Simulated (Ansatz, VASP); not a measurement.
**Two plane-wave programs on Mo**

```xyz
1
Lattice="-1.5734 1.5734 1.5734 1.5734 -1.5734 1.5734 1.5734 1.5734 -1.5734" Properties=species:S:1:pos:R:3 pbc="T T T"
Mo    0.0000    0.0000    0.0000
```

Alike in both runs: task single point; functional LDA; k mesh 13 × 13 × 13; no spin polarisation.

```csv
,VASP,Ansatz
version,VASP 6.6.1,Ansatz 0.2.0
potentials or method,"VASP PAW LDA potentials, release 64 (Mo_sv), cutoff 520 eV","plane waves, PAW"
occupations,"methfessel-paxton of order 1, width 0.1 eV",cold
valence electrons in the cell,14,14
```

VASP gave:

```
pressure (GPa) : -8.6
```

Task: Estimate Ansatz's values.

Result: Pressure (GPa): -9.6.

LDA's correlation is that of Perdew and Zunger in VASP and of Perdew and Wang (1992) in Ansatz.
